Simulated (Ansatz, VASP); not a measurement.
**Al: VASP beside Ansatz**

```
Al
1.0
     0.00000    2.02481    2.02481
     2.02481    0.00000    2.02481
     2.02481    2.02481    0.00000
Al
1
Direct
  0.00000 0.00000 0.00000
```

Alike in both runs: task single point; functional PBE; k mesh 14 × 14 × 14; occupations gaussian, width 0.1 eV; no spin polarisation.

|  | VASP | Ansatz |
| --- | --- | --- |
| version | VASP 6.6.1 | Ansatz 0.2.0 |
| potentials or method | VASP PAW PBE potentials, release 64 (Al), cutoff 520 eV | scalar-relativistic, plane waves, PAW |
| valence electrons in the cell | 3 | 3 |

Ansatz gave:

| Property | Result |
| --- | --- |
| gap on the k mesh at the Fermi level (eV) | none |
| pressure (GPa) | -0.7 |

Question: What did VASP give for the same quantities?

Answer: gap on the k mesh at the Fermi level (eV): none; pressure (GPa): -0.8.

A gap of «none» marks a metal or a gap that the smearing closes. The functional is the same, so the differences come from potentials, cutoffs and numerics.
